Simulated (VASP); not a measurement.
# SiC (F-43m) in VASP: notebook

SiC is run at these levels: PBEsol; tasks: single point.

Everything below comes from runs of VASP 6.6.1. Logs are shortened: lines on timing, memory, paths and dates and some standing lists are left out, and cuts for length are marked.

## Step 1: The cell of the first run

It takes space group F-43m (No. 216, cubic). Conventional cell: a = 4.357 Å, b = 4.357 Å, c = 4.357 Å, α = 90.00°, β = 90.00°, γ = 90.00°. Si (site symmetry -43m) has 4 C at 1.89 Å within 2.5 Å. Within 2.5 Å of C (site symmetry -43m) lie 4 Si at 1.89 Å.

## Step 2: Single point, PBEsol

Contents of INCAR:

```
SYSTEM = SiC
PREC = Accurate
ENCUT = 520
EDIFF = 1E-7
ISMEAR = 0
SIGMA = 0.02
LREAL = .FALSE.
LASPH = .TRUE.
NELM = 60
ALGO = Normal
ISIF = 2
LWAVE = .FALSE.
LCHARG = .TRUE.
GGA = PS
LELF = .TRUE.
LVHAR = .TRUE.
NBANDS = 11
```

Contents of KPOINTS:

```
regular mesh
0
G
  10 10 10
  0 0 0
```

Contents of POSCAR:

```
SiC
1.0
    0.0000000000      2.1783973796      2.1783973796
    2.1783973796      0.0000000000      2.1783973796
    2.1783973796      2.1783973796      0.0000000000
Si C
1 1
Direct
    0.2500000000      0.2500000000      0.2500000000
    0.0000000000      0.0000000000      0.0000000000
```

Potentials or basis: VASP PAW PBE potentials, release 64 (Si, C).

Launch:

```console
> cat potpaw_PBE.64/Si/POTCAR potpaw_PBE.64/C/POTCAR > POTCAR
> mpirun -np 1 vasp_std > vasp.out
```

OUTCAR:

```text
SYSTEM = SiC
   PREC = Accurate
   ENCUT = 520
   EDIFF = 1E-7
   ISMEAR = 0
   LREAL = .FALSE.
   LASPH = .TRUE.
   NELM = 60
   ISIF = 2
   GGA = PS

 ion  position               nearest neighbor table
   1  0.250  0.250  0.250-   2 1.89   2 1.89   2 1.89   2 1.89
   2  0.000  0.000  0.000-   1 1.89   1 1.89   1 1.89   1 1.89

  LATTYP: Found a face centered cubic cell.
 ALAT       =     4.3567947592

  Lattice vectors:

 A1 = (   0.0000000000,   2.1783973796,   2.1783973796)
 A2 = (   2.1783973796,   0.0000000000,   2.1783973796)
 A3 = (   2.1783973796,   2.1783973796,   0.0000000000)

Analysis of symmetry for initial positions (statically):
=====================================================================
 Subroutine PRICEL returns:
 Original cell was already a primitive cell.

 Routine SETGRP: Setting up the symmetry group for a
 face centered cubic supercell.

 Subroutine GETGRP returns: Found 24 space group operations
 (whereof 24 operations were pure point group operations)
 out of a pool of 48 trial point group operations.

The static configuration has the point symmetry T_d .

Analysis of symmetry for dynamics (positions and initial velocities):
=====================================================================
 Subroutine PRICEL returns:
 Original cell was already a primitive cell.

 Routine SETGRP: Setting up the symmetry group for a
 face centered cubic supercell.

 Subroutine GETGRP returns: Found 24 space group operations
 (whereof 24 operations were pure point group operations)
 out of a pool of 48 trial point group operations.

The dynamic configuration has the point symmetry T_d .

 Subroutine INISYM returns: Found 24 space group operations
 (whereof 24 operations are pure point group operations),
 and found     1 'primitive' translations

----------------------------------------------------------------------------------------

                                     Primitive cell

  volume of cell :      20.6748

  direct lattice vectors                    reciprocal lattice vectors
     0.000000000  2.178397380  2.178397380    -0.229526534  0.229526534  0.229526534
     2.178397380  0.000000000  2.178397380     0.229526534 -0.229526534  0.229526534
     2.178397380  2.178397380  0.000000000     0.229526534  0.229526534 -0.229526534

  length of vectors
     3.080719118  3.080719118  3.080719118     0.397551618  0.397551618  0.397551618

  position of ions in fractional coordinates (direct lattice)
     0.250000000  0.250000000  0.250000000
     0.000000000  0.000000000  0.000000000

  ion indices of the primitive-cell ions
   primitive index   ion index
                 1           1
                 2           2

----------------------------------------------------------------------------------------

 KPOINTS: regular mesh

Automatic generation of k-mesh.
 Grid dimensions read from file:
 generate k-points for:   10   10   10

 Generating k-lattice:

  Cartesian coordinates                     Fractional coordinates (reciprocal lattice)
    -0.022952653  0.022952653  0.022952653     0.100000000  0.000000000  0.000000000
     0.022952653 -0.022952653  0.022952653     0.000000000  0.100000000  0.000000000
     0.022952653  0.022952653 -0.022952653     0.000000000  0.000000000  0.100000000

  Length of vectors
     0.039755162  0.039755162  0.039755162

  Shift w.r.t. Gamma in fractional coordinates (k-lattice)
     0.000000000  0.000000000  0.000000000

 Subroutine IBZKPT returns following result:
 ===========================================

 Found     47 irreducible k-points:

 Following reciprocal coordinates:
            Coordinates               Weight
  0.000000  0.000000  0.000000      1.000000
  0.100000  0.000000  0.000000      8.000000
  0.200000  0.000000  0.000000      8.000000
  0.300000  0.000000  0.000000      8.000000
  0.400000  0.000000  0.000000      8.000000
  0.500000  0.000000  0.000000      4.000000
[... 16 lines left out ...]
  0.300000  0.300000  0.000000      6.000000
  0.400000  0.300000  0.000000     24.000000
 [... further k-points ...]
   k-points           NKPTS =     47   k-points in BZ     NKDIM =     47   number of bands    NBANDS=     11
   number of dos      NEDOS =    301   number of ions     NIONS =      2
   total plane-waves  NPLWV =  13824
   dimension x,y,z NGX =    24 NGY =   24 NGZ =   24
   dimension x,y,z NGXF=    48 NGYF=   48 NGZF=   48
   ions per type =               1   1
   NGX,Y,Z   is equivalent  to a cutoff of  12.95, 12.95, 12.95 a.u.
   NGXF,Y,Z  is equivalent  to a cutoff of  25.90, 25.90, 25.90 a.u.
 SYSTEM =  SiC
   PREC   = accura    normal or accurate (medium, high low for compatibility)
   ISTART =      0    job   : 0-new  1-cont  2-samecut
   ICHARG =      2    charge: 1-file 2-atom 10-const
   ISPIN  =      1    spin polarized calculation?
   LNONCOLLINEAR =      F non collinear calculations
   LSORBIT =      F    spin-orbit coupling
   LASPH  =      T    aspherical Exc in radial PAW
   ENCUT  =  520.0 eV  38.22 Ry    6.18 a.u.   5.73  5.73  5.73*2*pi/ulx,y,z
   NELM   =     60;   NELMIN=  2; NELMDL= -5     # of ELM steps
   EDIFF  = 0.1E-06   stopping-criterion for ELM
   LREAL  =      F    real-space projection
   EDIFFG = 0.1E-05   stopping-criterion for IOM
   NSW    =      0    number of steps for IOM
   IBRION =     -1    ionic relax: 0-MD 1-quasi-New 2-CG
   NFREE  =      0    steps in history (QN), initial steepest desc. (CG)
   ISIF   =      2    stress and relaxation
   ISYM   =      2    0-nonsym 1-usesym 2-fastsym
   POTIM  = 0.5000    time-step for ionic-motion
   TEBEG  =    0.0;   TEEND  =   0.0 temperature during run
   PSTRESS=    0.0 pullay stress
   NELECT =       8.0000    total number of electrons
   NUPDOWN=      -1.0000    fix difference up-down
   EMIN   =  10.00;   EMAX   =-10.00  energy-range for DOS
   EFERMI =   0.00;   METHOD = LEGACY
   ISMEAR =     0;   SIGMA  =   0.02  broadening in eV -4-tet -1-fermi 0-gaus
   EFERMI_NEDOS =   21; number of points for ismear=-14 and -15
   IALGO  =     38    algorithm
   IMIX   =      4    mixing-type and parameters
     AMIX     =   0.40;   BMIX     =  1.00
     AMIX_MAG =   1.60;   BMIX_MAG =  1.00
  volume/ion in A,a.u.               =      10.34        69.76
  Fermi-wavevector in a.u.,A,eV,Ry     =   1.192956  2.254360 19.363047  1.423144
  Thomas-Fermi vector in A             =   2.328982
   LORBIT       =      0    0 simple, 1 ext, 2 COOP (PROOUT), +10 PAW based schemes
   GGA     = PS    functional components
   LHFCALC =     F    Hartree Fock is set to
   AEXX    =    0.0000 exact exchange contribution
   IVDW    =     0    specifies the selected vdW correction
   LEPSILON=     F    determine dielectric tensor
   LRPA    =     F    only Hartree local field effects (RPA)
 non-spin polarized calculation
 Gauss-broadening in eV      SIGMA  =   0.02
  energy-cutoff  :      520.00
  volume of cell :       20.67
 maximum number of plane-waves:       568
   NGX = 11   NGY = 11   NGZ = 11

 number of electron       8.0000001 magnetization

 Free energy of the ion-electron system (eV)
  ---------------------------------------------------
  ext. energy  EPLUGINS =         0.00000000
  ---------------------------------------------------
  free energy    TOTEN  =       -15.91495001 eV

  energy without entropy =      -15.91495001  energy(sigma->0) =      -15.91495001

 E-fermi :   8.1859     XC(G=0): -11.5084

 val. band max:        8.0659252154   @ k =   0.0000   0.0000   0.0000
 cond. band min:       9.2989631321   @ k =   0.5000   0.5000   0.0000
 fundamental gap:      1.2330379168
 Fermi energy:         8.1859350775

 k-point     1 :       0.0000    0.0000    0.0000
  band No.  band energies     occupation
      1      -7.3648      2.00000
      2       8.0659      2.00000
      3       8.0659      2.00000
      4       8.0659      2.00000
      5      14.2628      0.00000
      6      15.3141      0.00000
      7      15.3141      0.00000
      8      15.3141      0.00000
      9      22.5270      0.00000
     10      22.5270      0.00000
     11      24.3413      0.00000

 k-point     2 :       0.1000    0.0000    0.0000
  band No.  band energies     occupation
      1      -7.1685      2.00000
      2       7.0507      2.00000
      3       7.9311      2.00000
      4       7.9311      2.00000
      5      14.5129      0.00000
      6      15.5585      0.00000
      7      15.5585      0.00000
      8      15.5959      0.00000
      9      21.5504      0.00000
     10      21.5504      0.00000
     11      24.1418      0.00000

 k-point     3 :       0.2000    0.0000    0.0000
  band No.  band energies     occupation
      1      -6.5880      2.00000
      2       4.9195      2.00000
      3       7.6223      2.00000
      4       7.6223      2.00000
      5      14.2134      0.00000
      6      15.9153      0.00000
      7      15.9153      0.00000
      8      16.7919      0.00000
      9      20.8760      0.00000
     10      20.8760      0.00000
     11      23.2598      0.00000

 k-point     4 :       0.3000    0.0000    0.0000
  band No.  band energies     occupation
      1      -5.6578      2.00000
      2       2.5940      2.00000
      3       7.3051      2.00000
      4       7.3051      2.00000
      5      13.8050      0.00000
      6      15.7660      0.00000
      7      15.7660      0.00000
      8      17.7346      0.00000
      9      21.7032      0.00000
     10      21.7032      0.00000
     11      23.0082      0.00000
[... 239 lines left out ...]
 k-point    22 :      -0.2000    0.2000    0.0000
  band No.  band energies     occupation
      1      -5.3459      2.00000
      2       3.2491      2.00000
      3       4.8115      2.00000
      4       7.4164      2.00000
      5      14.5481      0.00000
      6      16.0039      0.00000
      7      16.3779      0.00000
      8      17.1558      0.00000
      9      19.5002      0.00000
     10      23.3705      0.00000
     11      27.1227      0.00000

 k-point    23 :       0.3000    0.3000    0.0000
  band No.  band energies     occupation
      1      -5.0794      2.00000
      2       3.7086      2.00000
      3       5.6820      2.00000
      4       5.6820      2.00000
      5      11.1235      0.00000
      6      13.5649      0.00000
      7      19.5444      0.00000
      8      19.5444      0.00000
      9      20.4050      0.00000
     10      25.1105      0.00000
     11      29.6547      0.00000

 k-point    24 :       0.4000    0.3000    0.0000
  band No.  band energies     occupation
      1      -4.2029      2.00000
      2       2.4788      2.00000
      3       4.8802      2.00000
      4       5.4183      2.00000
      5      10.8229      0.00000
      6      13.5810      0.00000
      7      19.6280      0.00000
      8      19.9366      0.00000
      9      21.7538      0.00000
     10      26.0873      0.00000
     11      29.2476      0.00000

 [... further k-points ...]
[... 5 lines left out ...]
  --------------------------------------------------------------------------------------
  -------------------------------------------------------------------------------------
  Total        0.0460451      0.0460451      0.0460451      0.0000000     -0.0000000      0.0000000
  in kB        3.5682262      3.5682262      3.5682262      0.0000000     -0.0000000      0.0000000
  external PRESSURE =       3.5682262 kB  Pullay stress =       0.0000000 kB

 VOLUME and BASIS-vectors are now :
 -----------------------------------------------------------------------------
  energy-cutoff  :      520.00
  volume of cell :       20.67
      direct lattice vectors                 reciprocal lattice vectors
     0.000000000  2.178397380  2.178397380    -0.229526534  0.229526534  0.229526534
     2.178397380  0.000000000  2.178397380     0.229526534 -0.229526534  0.229526534
     2.178397380  2.178397380  0.000000000     0.229526534  0.229526534 -0.229526534

 POSITION                                       TOTAL-FORCE (eV/Angst)
 -----------------------------------------------------------------------------------
      1.08920      1.08920      1.08920        -0.000000      0.000000     -0.000000
      0.00000      0.00000      0.00000         0.000000     -0.000000      0.000000
 -----------------------------------------------------------------------------------
    total drift:                               -0.000000     -0.000000     -0.000000

  FREE ENERGIE OF THE ION-ELECTRON SYSTEM (eV)
  ---------------------------------------------------
  free  energy   TOTEN  =       -15.9149500136 eV

  energy  without entropy=      -15.9149500136  energy(sigma->0) =      -15.91495001
```

Run time: 19 s. Hardware: 1 thread of AMD EPYC 7R13, shared host; peak memory 0.11 GiB.

What came out:

| Item | Value |
| --- | --- |
| Free energy | -15.9150 eV |
| Pressure | 0.4 GPa |
| Band gap on the k mesh | 1.23 eV, indirect (least direct gap 4.44 eV) |

Caveat: the PAW data sets were made with another functional, which shifts forces and pressure a little. A k mesh can miss the band edges.

## Step 3: Single point, PBEsol

This run uses another cell than the first one: it holds 32 atoms, not 2.

Contents of INCAR:

```
ALGO = Normal
EDIFF = 1E-6
ENCUT = 520
GGA = PS
ISIF = 2
ISMEAR = 0
LASPH = True
LCHARG = True
LELF = True
LREAL = Auto
LVHAR = True
LWAVE = False
NBANDS = 86
NELM = 100
PREC = Accurate
SIGMA = 0.02
```

Contents of KPOINTS:

```
Automatic mesh
0
Gamma
  2 2 2
  0.5 0.5 0.5
```

Contents of POSCAR:

```
SiC
1.0
   -4.3567947592     -4.3567947592      4.3567947592
    4.3567947592     -4.3567947592     -4.3567947592
    4.3567947592      4.3567947592      4.3567947592
Si C
16 16
Direct
    0.2500000000      0.7500000000      0.2500000000
    0.0000000000      0.7500000000      0.5000000000
    0.5000000000      0.5000000000      0.2500000000
    0.2500000000      0.5000000000      0.5000000000
    0.0000000000      0.5000000000      0.7500000000
    0.7500000000      0.7500000000      0.7500000000
    0.5000000000      0.7500000000      0.0000000000
    0.0000000000      0.0000000000      0.2500000000
    0.7500000000      0.2500000000      0.2500000000
    0.5000000000      0.2500000000      0.5000000000
    0.2500000000      0.2500000000      0.7500000000
    0.0000000000      0.2500000000      0.0000000000
    0.7500000000      0.5000000000      0.0000000000
    0.7500000000      0.0000000000      0.5000000000
    0.5000000000      0.0000000000      0.7500000000
    0.2500000000      0.0000000000      0.0000000000
    0.2500000000      0.5000000000      0.2500000000
    0.0000000000      0.5000000000      0.5000000000
    0.5000000000      0.2500000000      0.2500000000
    0.2500000000      0.2500000000      0.5000000000
    0.0000000000      0.2500000000      0.7500000000
    0.7500000000      0.5000000000      0.7500000000
    0.5000000000      0.5000000000      0.0000000000
    1.0000000000      0.7500000000      0.2500000000
    0.7500000000      0.0000000000      0.2500000000
    0.5000000000      0.0000000000      0.5000000000
    0.2500000000      0.0000000000      0.7500000000
    0.0000000000      0.0000000000      0.0000000000
    0.7500000000      0.2500000000      0.0000000000
    0.7500000000      0.7500000000      0.5000000000
    0.5000000000      0.7500000000      0.7500000000
    0.2500000000      0.7500000000      0.0000000000
```

Potentials or basis: VASP PAW PBE potentials, release 64 (Si, C).

Launch:

```console
> cat potpaw_PBE.64/Si/POTCAR potpaw_PBE.64/C/POTCAR > POTCAR
> mpirun -np 1 vasp_std > vasp.out
```

Wall time 2.5 min (1 thread of AMD EPYC 7R13, shared host); peak memory 0.37 GiB.

Results (log left out):

| Property | Result |
| --- | --- |
| Free energy | -254.6234 eV |
| Pressure | 0.3 GPa |
| Band gap on the k mesh | 2.58 eV |

Levels at points of the mesh, in eV from the valence-band top:
```tsv
k point	band 62	band 63	band 64	band 65	band 66	band 67
(0.25, 0.25, 0.25)	0.00	0.00	0.00	4.22	4.22	4.22
```

Caveat: the PAW data sets were made with another functional, which shifts forces and pressure a little. A k mesh can miss the band edges.
